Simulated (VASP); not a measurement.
HfS2:

```
Hf S
1.0
     3.44360    0.00000    0.00000
    -1.72180    2.98224    0.00000
     0.00000    0.00000    5.51072
Hf S
1 2
Direct
  0.00000 0.00000 0.00000
  0.66667 0.33333 0.73316
  0.33333 0.66667 0.26684
```

This cell differs from its parent crystal: equal strain along all axes, cell held: -4.5 %.

* Program: VASP 6.6.1
* Task: relaxation of the atoms
* Functional: PBE
* Dispersion: D3(BJ)
* Potentials or basis: VASP PAW PBE potentials, release 64 (Hf_pv, S)
* Cutoff: 450 eV
* k mesh: 12 × 12 × 6
* Occupations: gaussian, width 0.02 eV
* Spin: no spin polarisation

At the start: pressure 11.0 GPa; volume 18.86 Å³/atom.

How do energy, volume and symmetry change on relaxing?

Over 3 steps the energy falls by 6.6 meV/atom at a fixed cell; space group P-3m1 (No. 164, to 0.1 Å) before and after.

Step by step:
| step | energy change (eV) | largest force (eV/Å) | pressure (GPa) |
| --- | --- | --- | --- |
| 1 | 0.0000 | 0.5726 | 10.99 |
| 2 | -0.0190 | 0.1183 | 8.82 |
| 3 | -0.0199 | 0.0012 | 8.25 |

Final structure:
```
CELL_PARAMETERS angstrom
3.44360 0.00000 0.00000
-1.72180 2.98224 0.00000
0.00000 0.00000 5.51072
ATOMIC_POSITIONS crystal
Hf 0.00000 0.00000 0.00000
S 0.66667 0.33333 0.72681
S 0.33333 0.66667 0.27319
```

Caveat: the cell differs from its parent crystal (equal strain along all axes, cell held: -4.5 %).
